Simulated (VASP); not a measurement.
# C (I4_1/amd) in VASP: a series of runs

Runs on C. Level: r2SCAN. Tasks: single point.

All numbers are computed with VASP 6.6.1; they aren't measurements. Logs are shortened: lines on timing, memory, paths and dates and some standing lists are left out, and cuts for length are marked.

## (1) The cell of the first run

It takes space group I4_1/amd (No. 141, tetragonal). Conventional cell: a = 2.517 Å, b = 2.517 Å, c = 3.453 Å, α = 90.00°, β = 90.00°, γ = 90.00°. Within 2.0 Å of C (site symmetry -4m2) lie 4 C at 1.53 Å.

## (2) Single point, r2SCAN (uniaxial z strain -3.0%)

File POSCAR:

```
C
1.0
    0.0000000000      1.7801241425      1.7267204183
    1.7801241425      0.0000000000      1.7267204183
    1.7801241425      1.7801241425      0.0000000000
C
2
Direct
    0.0000000000      0.0000000000      0.0000000000
    0.2500000000      0.2500000000      0.2500000000
```

File INCAR.step1:

```
SYSTEM = C
PREC     = Accurate       ! precision mode
ENCUT    = 910            ! plane-wave cutoff, eV
ISMEAR   = 0              ! smearing method
SIGMA    = 0.01           ! smearing width, eV
LREAL    = .FALSE.        ! projectors in reciprocal space
LASPH    = .TRUE.         ! aspherical terms in the spheres
NELM     = 120            ! most SCF steps
NBANDS   = 11             ! bands
GGA      = PE             ! functional
ALGO     = Normal         ! electronic algorithm
EDIFF    = 1E-5           ! SCF threshold, eV
LWAVE    = .TRUE.         ! write WAVECAR
LCHARG   = .FALSE.        ! write CHGCAR
GGA_COMPAT= .FALSE.
```

File INCAR.step2:

```
SYSTEM = C
PREC     = Accurate       ! precision mode
ENCUT    = 910            ! plane-wave cutoff, eV
EDIFF    = 1E-6           ! SCF threshold, eV
ISMEAR   = 0              ! smearing method
SIGMA    = 0.01           ! smearing width, eV
LREAL    = .FALSE.        ! projectors in reciprocal space
LASPH    = .TRUE.         ! aspherical terms in the spheres
NELM     = 120            ! most SCF steps
ALGO     = Normal         ! electronic algorithm
ISIF     = 2              ! what is computed and relaxed
LWAVE    = .FALSE.        ! write WAVECAR
LCHARG   = .FALSE.        ! write CHGCAR
METAGGA  = R2SCAN         ! meta-GGA
LMIXTAU  = .TRUE.       
NBANDS   = 11             ! bands
ISTART   = 1            
GGA_COMPAT= .FALSE.
```

File KPOINTS:

```
regular mesh
0
G
  12 12 12
  0 0 0
```

Potentials or basis: VASP PAW PBE potentials, release 64 (C_h).

On the command line:

```bash
$ cat potpaw_PBE.64/C_h/POTCAR > POTCAR
$ cp INCAR.step1 INCAR
$ mpirun -np 1 vasp_std > vasp.out
$ cp INCAR.step2 INCAR
$ mpirun -np 1 vasp_std > vasp.out
```

OUTCAR:

```text
SYSTEM = C
   PREC = Accurate
   ENCUT = 910
   EDIFF = 1E-6
   ISMEAR = 0
   LREAL = .FALSE.
   LASPH = .TRUE.
   NELM = 120
   ISIF = 2
   METAGGA = R2SCAN
   ISTART = 1

 ion  position               nearest neighbor table
   1  0.000  0.000  0.000-
   2  0.250  0.250  0.250-

  LATTYP: Found a body centered tetragonal cell.
 ALAT       =     2.5174757050
 C/A-ratio  =     1.3717871556

  Lattice vectors:

 A1 = (   0.0000000000,  -1.7801241425,  -1.7267204183)
 A2 = (   0.0000000000,   1.7801241425,  -1.7267204183)
 A3 = (   1.7801241425,   0.0000000000,   1.7267204183)

Analysis of symmetry for initial positions (statically):
=====================================================================
 Subroutine PRICEL returns:
 Original cell was already a primitive cell.

 Routine SETGRP: Setting up the symmetry group for a
 body centered tetragonal supercell.

 Subroutine GETGRP returns: Found 16 space group operations
 (whereof  8 operations were pure point group operations)
 out of a pool of 16 trial point group operations.

The static configuration has the point symmetry D_2d.
 The point group associated with its full space group is D_4h.

Analysis of symmetry for dynamics (positions and initial velocities):
=====================================================================
 Subroutine PRICEL returns:
 Original cell was already a primitive cell.

 Routine SETGRP: Setting up the symmetry group for a
 body centered tetragonal supercell.

 Subroutine GETGRP returns: Found 16 space group operations
 (whereof  8 operations were pure point group operations)
 out of a pool of 16 trial point group operations.

The dynamic configuration has the point symmetry D_2d.
 The point group associated with its full space group is D_4h.

 Subroutine INISYM returns: Found 16 space group operations
 (whereof  8 operations are pure point group operations),
 and found     1 'primitive' translations

----------------------------------------------------------------------------------------

                                     Primitive cell

  volume of cell :      10.9434

  direct lattice vectors                    reciprocal lattice vectors
     0.000000000  1.780124143  1.726720418    -0.280879287  0.280879287  0.289566275
     1.780124143  0.000000000  1.726720418     0.280879287 -0.280879287  0.289566275
     1.780124143  1.780124143  0.000000000     0.280879287  0.280879287 -0.289566275

  length of vectors
     2.480001082  2.480001082  2.517475705     0.491563806  0.491563806  0.491563806

  position of ions in fractional coordinates (direct lattice)
     0.000000000  0.000000000  0.000000000
     0.250000000  0.250000000  0.250000000

  ion indices of the primitive-cell ions
   primitive index   ion index
                 1           1
                 2           2

----------------------------------------------------------------------------------------

 KPOINTS: regular mesh

Automatic generation of k-mesh.
 Grid dimensions read from file:
 generate k-points for:   12   12   12

 Generating k-lattice:

  Cartesian coordinates                     Fractional coordinates (reciprocal lattice)
    -0.023406607  0.023406607  0.024130523     0.083333333  0.000000000  0.000000000
     0.023406607 -0.023406607  0.024130523     0.000000000  0.083333333  0.000000000
     0.023406607  0.023406607 -0.024130523     0.000000000  0.000000000  0.083333333

  Length of vectors
     0.040963651  0.040963651  0.040963651

  Shift w.r.t. Gamma in fractional coordinates (k-lattice)
     0.000000000  0.000000000  0.000000000

 Subroutine IBZKPT returns following result:
 ===========================================

 Found    163 irreducible k-points:

 Following reciprocal coordinates:
            Coordinates               Weight
  0.000000  0.000000  0.000000      1.000000
  0.083333 -0.000000  0.000000      8.000000
  0.166667 -0.000000  0.000000      8.000000
  0.250000 -0.000000  0.000000      8.000000
  0.333333 -0.000000  0.000000      8.000000
  0.416667 -0.000000  0.000000      8.000000
[... 16 lines left out ...]
  0.500000  0.166667  0.000000      8.000000
 -0.416667  0.166667  0.000000      8.000000
 [... further k-points ...]
   k-points           NKPTS =    163   k-points in BZ     NKDIM =    163   number of bands    NBANDS=     11
   number of dos      NEDOS =    301   number of ions     NIONS =      2
   total plane-waves  NPLWV =  16128
   dimension x,y,z NGX =    24 NGY =   24 NGZ =   28
   dimension x,y,z NGXF=    48 NGYF=   48 NGZF=   56
   ions per type =               2
   NGX,Y,Z   is equivalent  to a cutoff of  16.09, 16.09, 18.49 a.u.
   NGXF,Y,Z  is equivalent  to a cutoff of  32.18, 32.18, 36.98 a.u.
 SYSTEM =  C
   PREC   = accura    normal or accurate (medium, high low for compatibility)
   ISTART =      1    job   : 0-new  1-cont  2-samecut
   ICHARG =      0    charge: 1-file 2-atom 10-const
   ISPIN  =      1    spin polarized calculation?
[... 57 lines left out ...]
 fundamental gap:      3.6397630394
 Fermi energy:        11.9784179504

 k-point     1 :       0.0000    0.0000    0.0000
  band No.  band energies     occupation
      1     -11.6887      2.00000
      2      11.3225      2.00000
      3      11.3225      2.00000
      4      11.8003      2.00000
      5      17.1965      0.00000
      6      17.6104      0.00000
      7      17.6104      0.00000
      8      26.1939      0.00000
      9      32.3960      0.00000
     10      38.4080      0.00000
     11      39.9057      0.00000

 k-point     2 :       0.0833   -0.0000    0.0000
  band No.  band energies     occupation
      1     -11.4827      2.00000
      2      10.1060      2.00000
      3      10.9584      2.00000
      4      11.3242      2.00000
      5      17.7083      0.00000
      6      18.0679      0.00000
      7      18.3779      0.00000
      8      26.3703      0.00000
      9      32.7447      0.00000
     10      36.5328      0.00000
     11      37.5238      0.00000

 k-point     3 :       0.1667   -0.0000    0.0000
  band No.  band energies     occupation
      1     -10.8678      2.00000
      2       7.3801      2.00000
      3      10.1642      2.00000
      4      10.5555      2.00000
      5      18.7117      0.00000
      6      19.0413      0.00000
      7      19.6354      0.00000
      8      26.8725      0.00000
      9      33.4543      0.00000
     10      35.0286      0.00000
     11      35.7947      0.00000

 k-point     4 :       0.2500   -0.0000    0.0000
  band No.  band energies     occupation
      1      -9.8528      2.00000
      2       4.3198      2.00000
      3       9.3408      2.00000
      4       9.7953      2.00000
      5      19.5969      0.00000
      6      19.8957      0.00000
      7      20.5918      0.00000
      8      27.5637      0.00000
      9      33.8253      0.00000
     10      34.8308      0.00000
     11      35.3637      0.00000

 k-point     5 :       0.3333   -0.0000    0.0000
  band No.  band energies     occupation
      1      -8.4612      2.00000
      2       1.3276      2.00000
      3       8.6838      2.00000
      4       9.2007      2.00000
      5      20.0767      0.00000
      6      20.3165      0.00000
      7      21.1904      0.00000
      8      28.1755      0.00000
      9      34.0881      0.00000
     10      36.0142      0.00000
     11      36.1880      0.00000
[... 211 lines left out ...]
 k-point    21 :       0.3333    0.1667    0.0000
  band No.  band energies     occupation
      1      -8.6269      2.00000
      2       3.5406      2.00000
      3       7.0381      2.00000
      4       8.0561      2.00000
      5      17.5239      0.00000
      6      23.2534      0.00000
      7      23.3707      0.00000
      8      24.0191      0.00000
      9      34.6055      0.00000
     10      35.2643      0.00000
     11      39.8611      0.00000

 k-point    22 :       0.4167    0.1667    0.0000
  band No.  band energies     occupation
      1      -7.1199      2.00000
      2       0.7823      2.00000
      3       6.7736      2.00000
      4       7.1804      2.00000
      5      18.2537      0.00000
      6      23.3073      0.00000
      7      23.8286      0.00000
      8      24.8447      0.00000
      9      34.5297      0.00000
     10      36.2564      0.00000
     11      40.6475      0.00000

 k-point    23 :       0.5000    0.1667    0.0000
  band No.  band energies     occupation
      1      -5.4393      2.00000
      2      -1.5917      2.00000
      3       6.4105      2.00000
      4       6.8470      2.00000
      5      18.6940      0.00000
      6      22.9734      0.00000
      7      24.0057      0.00000
      8      26.5990      0.00000
      9      33.4260      0.00000
     10      37.6269      0.00000
     11      39.8965      0.00000

 k-point    24 :      -0.4167    0.1667    0.0000
  band No.  band energies     occupation
      1      -5.1316      2.00000
      2      -1.9672      2.00000
      3       5.8637      2.00000
      4       7.2461      2.00000
      5      19.1287      0.00000
      6      22.4658      0.00000
      7      24.0169      0.00000
      8      28.1931      0.00000
      9      32.3526      0.00000
     10      37.1573      0.00000
     11      38.2545      0.00000

 [... further k-points ...]
[... 5 lines left out ...]
  --------------------------------------------------------------------------------------
  -------------------------------------------------------------------------------------
  Total        0.2431880      0.2431880      2.3130673      0.0000000      0.0000000     -0.0000000
  in kB       35.6041152     35.6041152    338.6462302      0.0000000      0.0000000     -0.0000000
  external PRESSURE =     136.6181535 kB  Pullay stress =       0.0000000 kB

 VOLUME and BASIS-vectors are now :
 -----------------------------------------------------------------------------
  energy-cutoff  :      910.00
  volume of cell :       10.94
      direct lattice vectors                 reciprocal lattice vectors
     0.000000000  1.780124143  1.726720418    -0.280879287  0.280879287  0.289566275
     1.780124143  0.000000000  1.726720418     0.280879287 -0.280879287  0.289566275
     1.780124143  1.780124143  0.000000000     0.280879287  0.280879287 -0.289566275

 POSITION                                       TOTAL-FORCE (eV/Angst)
 -----------------------------------------------------------------------------------
      0.00000      0.00000      0.00000         0.000000      0.000000      0.000000
      0.89006      0.89006      0.86336        -0.000000     -0.000000     -0.000000
 -----------------------------------------------------------------------------------
    total drift:                               -0.000000      0.000000      0.000000

  FREE ENERGIE OF THE ION-ELECTRON SYSTEM (eV)
  ---------------------------------------------------
  free  energy   TOTEN  =       -19.6840389407 eV

  energy  without entropy=      -19.6840389407  energy(sigma->0) =      -19.68403894
```

Run time: 44 s. Hardware: 1 thread of Intel Xeon 6975P-C (Granite Rapids), shared host; peak memory 0.16 GiB.

Results:

| Property | Result |
| --- | --- |
| Free energy | -19.6840 eV |
| Pressure | 13.7 GPa |
| Band gap on the k mesh | 3.64 eV, indirect (least direct gap 5.40 eV) |

Caveat: the cell differs from its parent crystal (uniaxial z strain -3.0%); the cutoff is under 1.25 times the usual one of these potentials, so pressure, stress and relaxed cells hold a basis-set (Pulay) error; the PAW data sets were made with another functional, which shifts forces and pressure a little. A k mesh can miss the band edges.

## (3) Single point, r2SCAN (uniaxial z strain +1.0%)

File POSCAR:

```
C
1.0
    0.0000000000      1.7801241425      1.7979253840
    1.7801241425      0.0000000000      1.7979253840
    1.7801241425      1.7801241425      0.0000000000
C
2
Direct
    0.0000000000      0.0000000000      0.0000000000
    0.2500000000      0.2500000000      0.2500000000
```

File INCAR.step1:

```
ALGO = Normal
EDIFF = 1E-5
ENCUT = 910
GGA = PE
GGA_COMPAT = F
ISMEAR = 0
LASPH = T
LCHARG = F
LREAL = F
LWAVE = T
NBANDS = 11
NELM = 120
PREC = Accurate
SIGMA = 0.01
```

File INCAR.step2:

```
ALGO = Normal
EDIFF = 1E-6
ENCUT = 910
GGA_COMPAT = F
ISIF = 2
ISMEAR = 0
ISTART = 1
LASPH = T
LCHARG = T
LELF = T
LMIXTAU = T
LREAL = F
LVHAR = T
LWAVE = F
METAGGA = R2SCAN
NBANDS = 11
NELM = 120
PREC = Accurate
SIGMA = 0.01
```

File KPOINTS:

```
k-points
0
Gamma
  12 12 12
```

Potentials or basis: VASP PAW PBE potentials, release 64 (C_h).

On the command line:

```bash
$ cat potpaw_PBE.64/C_h/POTCAR > POTCAR
$ cp INCAR.step1 INCAR
$ mpirun -np 1 vasp_std > vasp.out
$ cp INCAR.step2 INCAR
$ mpirun -np 1 vasp_std > vasp.out
```

Wall time 91 s (1 thread of Intel Xeon 6975P-C (Granite Rapids), shared host); peak memory 0.17 GiB.

It converged, with:

* Free energy: -19.7154 eV
* Pressure: -5.2 GPa
* Band gap on the k mesh: 4.23 eV, indirect (least direct gap 5.77 eV)

Stress tensor (GPa, compression positive):
```
 -1.92   0.00   0.00
  0.00  -1.92   0.00
  0.00   0.00 -11.80
```

Levels at points of the mesh, in eV from the valence-band top:
| k point | band 1 | band 2 | band 3 | band 4 | band 5 | band 6 | band 7 | band 8 | band 9 |
| --- | --- | --- | --- | --- | --- | --- | --- | --- | --- |
| (0.00, 0.00, 0.00) | -22.66 | -0.16 | 0.00 | 0.00 | 5.77 | 5.77 | 5.90 | 13.69 | 20.29 |
| (0.50, 0.00, 0.00) | -16.74 | -14.02 | -3.10 | -2.91 | 8.69 | 8.88 | 9.14 | 16.63 | 23.08 |
| (0.50, 0.50, 0.00) | -13.69 | -13.69 | -6.56 | -6.56 | 5.12 | 5.12 | 17.75 | 17.75 | 24.38 |
| (0.50, 0.00, 0.50) | -13.53 | -13.53 | -6.72 | -6.72 | 4.88 | 4.88 | 17.80 | 17.80 | 24.53 |

Caveat: the cell differs from its parent crystal (uniaxial z strain +1.0%); the cutoff is under 1.25 times the usual one of these potentials, so pressure, stress and relaxed cells hold a basis-set (Pulay) error; the PAW data sets were made with another functional, which shifts forces and pressure a little. A k mesh can miss the band edges.

## (4) Single point, r2SCAN (uniaxial z strain +3.0%)

File POSCAR:

```
C
1.0
    0.0000000000      1.7801241425      1.8335278668
    1.7801241425      0.0000000000      1.8335278668
    1.7801241425      1.7801241425      0.0000000000
C
2
Direct
    0.0000000000      0.0000000000      0.0000000000
    0.2500000000      0.2500000000      0.2500000000
```

File INCAR.step1:

```
PREC = Accurate
ENCUT = 910
ISMEAR = 0
SIGMA = 0.01
LREAL = F
LASPH = T
NELM = 120
NBANDS = 11
GGA = PE
ALGO = Normal
EDIFF = 1E-5
LWAVE = T
LCHARG = F
GGA_COMPAT = F
```

File INCAR.step2:

```
PREC = Accurate
ENCUT = 910
EDIFF = 1E-6
ISMEAR = 0
SIGMA = 0.01
LREAL = F
LASPH = T
NELM = 120
ALGO = Normal
ISIF = 2
LWAVE = F
LCHARG = F
METAGGA = R2SCAN
LMIXTAU = T
NBANDS = 11
ISTART = 1
GGA_COMPAT = F
```

File KPOINTS:

```
Automatic mesh
0
Gamma
  12 12 12
```

On the command line:

```bash
$ cat potpaw_PBE.64/C_h/POTCAR > POTCAR
$ cp INCAR.step1 INCAR
$ mpirun -np 1 vasp_std > vasp.out
$ cp INCAR.step2 INCAR
$ mpirun -np 1 vasp_std > vasp.out
```

Wall time 2.3 min (1 thread of Intel Xeon Platinum 8488C (Sapphire Rapids), shared host); peak memory 0.18 GiB.

The run converged. Its results:

```yaml
Free_energy: -19.6845 eV
Pressure: -13.4 GPa
Band_gap_on_the_k_mesh: 3.93 eV, indirect (least direct gap 5.53 eV)
```

Stress tensor (GPa, compression positive):
```
 -3.59   0.00   0.00
  0.00  -3.59   0.00
  0.00   0.00 -32.86
```

Levels at points of the mesh, in eV from the valence-band top:
```
           k point  band 1  band 2  band 3  band 4  band 5  band 6  band 7  band 8  band 9
(0.00, 0.00, 0.00)  -22.50   -0.47    0.00    0.00    5.53    5.53    5.92   13.10   19.92
(0.50, 0.00, 0.00)  -16.69  -13.91   -3.34   -2.78    8.02    8.77    9.16   16.34   22.65
(0.50, 0.50, 0.00)  -13.85  -13.85   -6.35   -6.35    5.29    5.29   17.26   17.26   23.69
(0.50, 0.00, 0.50)  -13.40  -13.40   -6.79   -6.79    4.58    4.58   17.38   17.38   24.10
```

Caveat: the cell differs from its parent crystal (uniaxial z strain +3.0%); the cutoff is under 1.25 times the usual one of these potentials, so pressure, stress and relaxed cells hold a basis-set (Pulay) error; the PAW data sets were made with another functional, which shifts forces and pressure a little. A k mesh can miss the band edges.

## (5) Summary

| cell | gap on the mesh (eV) | pressure (GPa) |
| --- | --- | --- |
| a = 2.480, b = 2.480, c = 2.517 Å, angles 59.5, 59.5, 61.0°, 2 atoms | 3.64 | 13.7 |
| a = 2.530, b = 2.530, c = 2.517 Å, angles 60.2, 60.2, 59.7°, 2 atoms | 4.23 | -5.2 |
| a = 2.556, b = 2.556, c = 2.517 Å, angles 60.5, 60.5, 59.0°, 2 atoms | 3.93 | -13.4 |

Alike in all rows: task single point; level r2SCAN; potentials or basis VASP PAW PBE potentials, release 64 (C_h); no spin polarisation; k mesh 12 × 12 × 12; cutoff (eV) 910; smearing gaussian 0.01 eV.

Caveats: the cutoff is under 1.25 times the usual one of these potentials, so pressure, stress and relaxed cells hold a basis-set (Pulay) error; the PAW data sets were made with another functional, which shifts forces and pressure a little.

Total energies depend on the potentials used, so only differences within one code and one set of settings carry meaning.
